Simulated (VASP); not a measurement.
## Co: single point with r2SCAN

Co:

```
Co
1.0
     2.42715    0.00000    0.00000
    -1.21357    2.10197    0.00000
     0.00000    0.00000    3.91265
Co
2
Direct
  0.33333 0.66667 0.25000
  0.66667 0.33333 0.75000
```

| Item | Value |
| --- | --- |
| Program | VASP 6.6.1 |
| Task | single point |
| Functional | r2SCAN |
| Potentials or basis | VASP PAW PBE potentials, release 64 (Co) |
| Cutoff | 520 eV |
| k mesh | 15 × 15 × 8 |
| Occupations | gaussian, width 0.3 eV |
| Spin | no spin polarisation |

| Quantity | Value |
| --- | --- |
| Pressure | 0.5 GPa |
| Band gap on the k mesh | zero (bands 9 and 10 overlap by 1.69 eV) |

Stress tensor (GPa, compression positive):
```
0.61 0.00 0.00
0.00 0.61 0.00
0.00 0.00 0.42
```

Levels at points of the mesh, in eV from the Fermi level:
```tsv
k point	band 5	band 6	band 7	band 8	band 9	band 10	band 11	band 12	band 13	band 14
(0.00, 0.00, 0.00)	-2.02	-1.63	-1.63	-1.23	-1.23	-0.15	0.12	0.12	7.95	23.57
(0.00, 0.00, 0.50)	-2.11	-2.11	-2.11	-2.11	-0.25	-0.25	-0.25	-0.25	16.92	16.92
```

It took 2.6 min on 1 thread of Intel(R) Xeon(R) Platinum 8259CL CPU @ 2.50GHz (Skylake/Cascade Lake), with other jobs on the host, peak memory 0.16 GiB.

Caveat: so wide a smearing shifts energies and pressures; the PAW data sets were made with another functional, which shifts forces and pressure a little; the run has no spin polarisation, though such a crystal can be magnetic. Spin polarisation is off, so any magnetic state and its effect on volume and gap are missing.
